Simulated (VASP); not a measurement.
# Zr2F3 (R32) in VASP: notebook

Zr2F3 is run at these levels: PBE; tasks: single point, relaxation of cell and atoms.

Everything below comes from runs of VASP 6.6.1. Logs are shortened: lines on timing, memory, paths and dates and some standing lists are left out, and cuts for length are marked.

**1. The cell of the first run**

It takes space group R32 (No. 155, trigonal). Conventional cell: a = 5.563 Å, b = 5.563 Å, c = 6.739 Å, α = 90.00°, β = 90.00°, γ = 120.00°. Within 2.9 Å of Zr (site symmetry 3) lie 6 F at 2.18 to 2.24 Å. Within 2.9 Å of F (site symmetry 2) lie 4 Zr at 2.18 to 2.24 Å and 4 F at 2.39 to 2.41 Å.

The cell was generated, and may not be a known phase.

**2. Single point, PBE**

Input file INCAR:

```
SYSTEM = Zr2F3
PREC = Accurate ; ENCUT = 520
EDIFF = 1E-6 ; ISMEAR = 0
SIGMA = 0.1 ; LREAL = .False.
LASPH = .True. ; NELM = 60
ALGO = Normal ; ISIF = 2
LWAVE = .False. ; LCHARG = .True.
GGA = PE ; LELF = .True.
LVHAR = .True. ; NBANDS = 30
```

Input file KPOINTS:

```
regular mesh
0
Gamma
  6 6 6
  0 0 0
```

Input file POSCAR:

```
Zr2F3
1.0
    2.7816621000      1.6059933600      2.2462902900
   -2.7816621000      1.6059933600      2.2462902900
    0.0000000000     -3.2119867200      2.2462902900
Zr F
2 3
Direct
    0.2599999900      0.2599999900      0.2599999900
    0.7400000100      0.7400000100      0.7400000100
    0.0000000000      0.2500000000      0.7500000000
    0.7500000000      0.0000000000      0.2500000000
    0.2500000000      0.7500000000      0.0000000000
```

Potentials or basis: VASP PAW PBE potentials, release 64 (Zr_sv, F).

On the command line:

```console
$ cat potpaw_PBE.64/Zr_sv/POTCAR potpaw_PBE.64/F/POTCAR > POTCAR
$ mpirun -np 1 vasp_std > vasp.out
```

OUTCAR:

```text
SYSTEM = Zr2F3
   PREC = Accurate
   ENCUT = 520
   EDIFF = 1E-6
   ISMEAR = 0
   LREAL = .False.
   LASPH = .True.
   NELM = 60
   ISIF = 2
   GGA = PE

 ion  position               nearest neighbor table
   1  0.260  0.260  0.260-   3 2.18   5 2.18   4 2.18   3 2.24   4 2.24   5 2.24   2 3.23   2 3.36
                             2 3.36   2 3.36   2 3.45   2 3.45   2 3.45   2 3.50
   2  0.740  0.740  0.740-   4 2.18   5 2.18   3 2.18   4 2.24   3 2.24   5 2.24   1 3.23   1 3.36
                             1 3.36   1 3.36   1 3.45   1 3.45   1 3.45   1 3.50
   3  0.000  0.250  0.750-   1 2.18   2 2.18   1 2.24   2 2.24
   4  0.750  0.000  0.250-   2 2.18   1 2.18   1 2.24   2 2.24
   5  0.250  0.750  0.000-   1 2.18   2 2.18   1 2.24   2 2.24

  LATTYP: Found a trigonal (rhomboedric) cell.
 ALAT       =     3.9195253228
 COS(alpha) =    -0.0073300548

  Lattice vectors:

 A1 = (   2.7816621000,   1.6059933600,   2.2462902900)
 A2 = (  -2.7816621000,   1.6059933600,   2.2462902900)
 A3 = (   0.0000000000,  -3.2119867200,   2.2462902900)

Analysis of symmetry for initial positions (statically):
=====================================================================
 Subroutine PRICEL returns:
 Original cell was already a primitive cell.

 Routine SETGRP: Setting up the symmetry group for a
 trigonal (rhombohedral) supercell.

 Subroutine GETGRP returns: Found  6 space group operations
 (whereof  6 operations were pure point group operations)
 out of a pool of 12 trial point group operations.

The static configuration has the point symmetry D_3 .

Analysis of symmetry for dynamics (positions and initial velocities):
=====================================================================
 Subroutine PRICEL returns:
 Original cell was already a primitive cell.

 Routine SETGRP: Setting up the symmetry group for a
 trigonal (rhombohedral) supercell.

 Subroutine GETGRP returns: Found  6 space group operations
 (whereof  6 operations were pure point group operations)
 out of a pool of 12 trial point group operations.

The dynamic configuration has the point symmetry D_3 .

 Subroutine INISYM returns: Found  6 space group operations
 (whereof  6 operations are pure point group operations),
 and found     1 'primitive' translations

----------------------------------------------------------------------------------------

                                     Primitive cell

  volume of cell :      60.2095

  direct lattice vectors                    reciprocal lattice vectors
     2.781662100  1.605993360  2.246290290     0.179748647  0.103777930  0.148392812
    -2.781662100  1.605993360  2.246290290    -0.179748647  0.103777930  0.148392812
     0.000000000 -3.211986720  2.246290290     0.000000000 -0.207555860  0.148392812

  length of vectors
     3.919525326  3.919525326  3.919525323     0.255146746  0.255146746  0.255146746

  position of ions in fractional coordinates (direct lattice)
     0.259999990  0.259999990  0.259999990
     0.740000010  0.740000010  0.740000010
     1.000000000  0.250000000  0.750000000
     0.750000000  1.000000000  0.250000000
     0.250000000  0.750000000  0.000000000

  ion indices of the primitive-cell ions
   primitive index   ion index
                 1           1
                 2           2
                 3           3
                 4           4
                 5           5

----------------------------------------------------------------------------------------

 KPOINTS: regular mesh

Automatic generation of k-mesh.
 Grid dimensions read from file:
 generate k-points for:    6    6    6

 Generating k-lattice:

  Cartesian coordinates                     Fractional coordinates (reciprocal lattice)
     0.029958108  0.017296322  0.024732135     0.166666667  0.000000000  0.000000000
    -0.029958108  0.017296322  0.024732135     0.000000000  0.166666667  0.000000000
     0.000000000 -0.034592643  0.024732135     0.000000000  0.000000000  0.166666667

  Length of vectors
     0.042524458  0.042524458  0.042524458

  Shift w.r.t. Gamma in fractional coordinates (k-lattice)
     0.000000000  0.000000000  0.000000000

 Subroutine IBZKPT returns following result:
 ===========================================

 Found     32 irreducible k-points:

 Following reciprocal coordinates:
            Coordinates               Weight
  0.000000  0.000000  0.000000      1.000000
  0.166667 -0.000000  0.000000      6.000000
  0.333333 -0.000000  0.000000      6.000000
  0.500000 -0.000000  0.000000      3.000000
  0.166667  0.166667  0.000000      6.000000
  0.333333  0.166667  0.000000     12.000000
[... 16 lines left out ...]
  0.500000  0.500000  0.166667      6.000000
 -0.333333  0.500000  0.166667     12.000000
 [... further k-points ...]
   k-points           NKPTS =     32   k-points in BZ     NKDIM =     32   number of bands    NBANDS=     30
   number of dos      NEDOS =    301   number of ions     NIONS =      5
   total plane-waves  NPLWV =  27000
   dimension x,y,z NGX =    30 NGY =   30 NGZ =   30
   dimension x,y,z NGXF=    60 NGYF=   60 NGZF=   60
   ions per type =               2   3
   NGX,Y,Z   is equivalent  to a cutoff of  12.72, 12.72, 12.72 a.u.
   NGXF,Y,Z  is equivalent  to a cutoff of  25.45, 25.45, 25.45 a.u.
 SYSTEM =  Zr2F3
   PREC   = accura    normal or accurate (medium, high low for compatibility)
   ISTART =      0    job   : 0-new  1-cont  2-samecut
   ICHARG =      2    charge: 1-file 2-atom 10-const
   ISPIN  =      1    spin polarized calculation?
   LNONCOLLINEAR =      F non collinear calculations
   LSORBIT =      F    spin-orbit coupling
   LASPH  =      T    aspherical Exc in radial PAW
   ENCUT  =  520.0 eV  38.22 Ry    6.18 a.u.   7.29  7.29  7.29*2*pi/ulx,y,z
   NELM   =     60;   NELMIN=  2; NELMDL= -5     # of ELM steps
   EDIFF  = 0.1E-05   stopping-criterion for ELM
   LREAL  =      F    real-space projection
   EDIFFG = 0.1E-04   stopping-criterion for IOM
   NSW    =      0    number of steps for IOM
   IBRION =     -1    ionic relax: 0-MD 1-quasi-New 2-CG
   NFREE  =      0    steps in history (QN), initial steepest desc. (CG)
   ISIF   =      2    stress and relaxation
   ISYM   =      2    0-nonsym 1-usesym 2-fastsym
   POTIM  = 0.5000    time-step for ionic-motion
   TEBEG  =    0.0;   TEEND  =   0.0 temperature during run
   PSTRESS=    0.0 pullay stress
   NELECT =      45.0000    total number of electrons
   NUPDOWN=      -1.0000    fix difference up-down
   EMIN   =  10.00;   EMAX   =-10.00  energy-range for DOS
   EFERMI =   0.00;   METHOD = LEGACY
   ISMEAR =     0;   SIGMA  =   0.10  broadening in eV -4-tet -1-fermi 0-gaus
   EFERMI_NEDOS =   21; number of points for ismear=-14 and -15
   IALGO  =     38    algorithm
   IMIX   =      4    mixing-type and parameters
     AMIX     =   0.40;   BMIX     =  1.00
     AMIX_MAG =   1.60;   BMIX_MAG =  1.00
  volume/ion in A,a.u.               =      12.04        81.26
  Fermi-wavevector in a.u.,A,eV,Ry     =   1.485675  2.807519 30.031204  2.207231
  Thomas-Fermi vector in A             =   2.599057
   LORBIT       =      0    0 simple, 1 ext, 2 COOP (PROOUT), +10 PAW based schemes
   GGA     = PE    functional components
   LHFCALC =     F    Hartree Fock is set to
   AEXX    =    0.0000 exact exchange contribution
   IVDW    =     0    specifies the selected vdW correction
   LEPSILON=     F    determine dielectric tensor
   LRPA    =     F    only Hartree local field effects (RPA)
 non-spin polarized calculation
 Gauss-broadening in eV      SIGMA  =   0.10
  energy-cutoff  :      520.00
  volume of cell :       60.21
 maximum number of plane-waves:      1642
 NGX is ok and might be reduce to    30
   NGX = 15   NGY = 15   NGZ = 15

 number of electron      44.9999984 magnetization

 Free energy of the ion-electron system (eV)
  ---------------------------------------------------
  ext. energy  EPLUGINS =         0.00000000
  ---------------------------------------------------
  free energy    TOTEN  =       -32.20005389 eV

  energy without entropy =      -32.18277271  energy(sigma->0) =      -32.19141330

 E-fermi :  10.5167     XC(G=0): -11.8674

 val. band max:       10.5165853096   @ k =  -0.3333   0.5000   0.1667
 cond. band min:      10.5535857478   @ k =  -0.3333   0.3333   0.1667
 fundamental gap:      0.0370004382
 Fermi energy:        10.5166664102

 k-point     1 :       0.0000    0.0000    0.0000
  band No.  band energies     occupation
      1     -39.7999      2.00000
      2     -39.6741      2.00000
      3     -18.6984      2.00000
      4     -18.5789      2.00000
      5     -18.5789      2.00000
      6     -17.6707      2.00000
[... 22 lines left out ...]
     29      14.1590      0.00000
     30      14.1590      0.00000

 k-point     2 :       0.1667   -0.0000    0.0000
  band No.  band energies     occupation
      1     -39.7898      2.00000
      2     -39.6808      2.00000
      3     -18.9534      2.00000
      4     -18.7065      2.00000
      5     -18.3339      2.00000
      6     -17.8465      2.00000
[... 22 lines left out ...]
     29      13.9427      0.00000
     30      14.1293      0.00000

 k-point     3 :       0.3333   -0.0000    0.0000
  band No.  band energies     occupation
      1     -39.7635      2.00000
      2     -39.7003      2.00000
      3     -19.2433      2.00000
      4     -18.8777      2.00000
      5     -18.1470      2.00000
      6     -17.9251      2.00000
[... 22 lines left out ...]
     29      13.7591      0.00000
     30      14.0034      0.00000

 k-point     4 :       0.5000   -0.0000    0.0000
  band No.  band energies     occupation
      1     -39.7333      2.00000
      2     -39.7271      2.00000
      3     -19.3573      2.00000
      4     -18.9710      2.00000
      5     -18.0400      2.00000
      6     -17.8563      2.00000
[... 22 lines left out ...]
     29      13.8011      0.00000
     30      13.8696      0.00000

 k-point     5 :       0.1667    0.1667    0.0000
  band No.  band energies     occupation
      1     -39.7805      2.00000
      2     -39.6867      2.00000
      3     -19.0907      2.00000
      4     -18.8694      2.00000
      5     -18.1473      2.00000
      6     -17.8983      2.00000
[... 22 lines left out ...]
     29      13.8492      0.00000
     30      13.9798      0.00000
[... 526 lines left out ...]
     29      13.5076      0.00000
     30      13.9606      0.00000

 k-point    22 :      -0.1667    0.3333    0.1667
  band No.  band energies     occupation
      1     -39.7523      2.00000
      2     -39.7044      2.00000
      3     -19.4136      2.00000
      4     -19.0481      2.00000
      5     -18.2743      2.00000
      6     -17.8528      2.00000
[... 22 lines left out ...]
     29      13.5731      0.00000
     30      13.9974      0.00000

 k-point    23 :       0.5000    0.5000    0.1667
  band No.  band energies     occupation
      1     -39.7227      2.00000
      2     -39.7198      2.00000
      3     -19.6199      2.00000
      4     -19.4170      2.00000
      5     -18.3670      2.00000
      6     -17.8920      2.00000
[... 22 lines left out ...]
     29      13.4940      0.00000
     30      13.6503      0.00000

 k-point    24 :      -0.3333    0.5000    0.1667
  band No.  band energies     occupation
      1     -39.7249      2.00000
      2     -39.7212      2.00000
      3     -19.5911      2.00000
      4     -19.3088      2.00000
      5     -18.3451      2.00000
      6     -17.9046      2.00000
[... 22 lines left out ...]
     29      13.5964      0.00000
     30      13.7437      0.00000

 [... further k-points ...]

------------------------ aborting loop because EDIFF is reached ----------------------------------------

  FORCE on cell =-STRESS in cart. coord.  units (eV):
  Direction    XX          YY          ZZ          XY          YZ          ZX
  --------------------------------------------------------------------------------------
  -------------------------------------------------------------------------------------
  Total        9.5861964      9.5861963      9.4470956      0.0000000      0.0000000      0.0000000
  in kB      255.0889549    255.0889542    251.3874786      0.0000000      0.0000000      0.0000000
  external PRESSURE =     253.8551292 kB  Pullay stress =       0.0000000 kB

 VOLUME and BASIS-vectors are now :
 -----------------------------------------------------------------------------
  energy-cutoff  :      520.00
  volume of cell :       60.21
      direct lattice vectors                 reciprocal lattice vectors
     2.781662100  1.605993360  2.246290290     0.179748647  0.103777930  0.148392812
    -2.781662100  1.605993360  2.246290290    -0.179748647  0.103777930  0.148392812
     0.000000000 -3.211986720  2.246290290     0.000000000 -0.207555860  0.148392812

 POSITION                                       TOTAL-FORCE (eV/Angst)
 -----------------------------------------------------------------------------------
      0.00000      0.00000      1.75211         0.000000      0.000000      1.047577
      0.00000      0.00000      4.98676         0.000000     -0.000000     -1.047577
     -0.69542     -2.00749      2.24629         0.077410     -0.134078     -0.000000
      2.08625      0.40150      2.24629         0.077410      0.134078     -0.000000
     -1.39083      1.60599      2.24629        -0.154820     -0.000000      0.000000
 -----------------------------------------------------------------------------------
    total drift:                               -0.000000      0.000000      0.000000

  FREE ENERGIE OF THE ION-ELECTRON SYSTEM (eV)
  ---------------------------------------------------
  free  energy   TOTEN  =       -32.2000538862 eV

  energy  without entropy=      -32.1827727131  energy(sigma->0) =      -32.19141330
```

It took 73 s on 1 thread of AMD EPYC 7R13, shared host; peak memory 0.16 GiB.

Results:

```yaml
Free_energy: -32.2001 eV
Pressure: 25.4 GPa
Largest_force: 1.048 eV/Å
Band_gap_on_the_k_mesh: zero (an odd number of electrons rules out a gap without spin polarisation)
```

Forces on the atoms (eV/Å):
```
Zr   0.000  0.000  1.048
Zr   0.000  0.000 -1.048
F    0.077 -0.134  0.000
F    0.077  0.134  0.000
F   -0.155  0.000  0.000
```

Stress tensor (GPa, compression positive):
```
25.51  0.00  0.00
 0.00 25.51  0.00
 0.00  0.00 25.14
```

Caveat: the cell stands under pressure; an odd number of electrons without spin polarisation forces a metal; a magnetic or distorted state may lie lower.

(Part 1 of 3 ends here.)

The gap in the log of VASP goes by the Fermi energy; the results here count the filled bands.